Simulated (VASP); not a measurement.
**LiF: single point with r2SCAN**

LiF:

```
Li F
1.0
     1.99490    1.99490    0.00000
    -1.99490    1.99490    0.00000
     0.00000    1.99490    1.99490
Li F
1 1
Direct
  0.00000 0.00000 0.00000
  0.50000 0.50000 0.00000
```

```
Program                : VASP 6.6.1
Task                   : single point
Functional             : r2SCAN
Potentials or basis    : VASP PAW PBE potentials, release 64 (Li_sv, F)
Cutoff                 : 520 eV
k mesh                 : 14 × 14 × 14
Occupations            : fermi-dirac, width 0.05 eV
Spin                   : no spin polarisation
Dipole correction      : no
Further INCAR settings : ALGO = Normal; EDIFF = 1e-06; NBANDS = 12
```

The band gap on the k mesh is 10.55 eV.

Levels at points of the mesh, in eV from the valence-band top:
| k point | band 3 | band 4 | band 5 | band 6 | band 7 | band 8 |
| --- | --- | --- | --- | --- | --- | --- |
| (0.00, 0.00, 0.00) | 0.00 | 0.00 | 0.00 | 10.55 | 25.77 | 25.77 |
| (0.50, 0.00, 0.00) | -2.58 | -0.25 | -0.25 | 11.99 | 18.50 | 20.68 |
| (0.50, 0.50, 0.00) | -3.13 | -1.05 | -1.05 | 16.35 | 17.59 | 19.49 |

Run time: 70 s on 1 thread of AMD EPYC 7R13 Processor (Zen 3) (shared host), peak memory 0.11 GiB.

 A k mesh can miss the band edges.
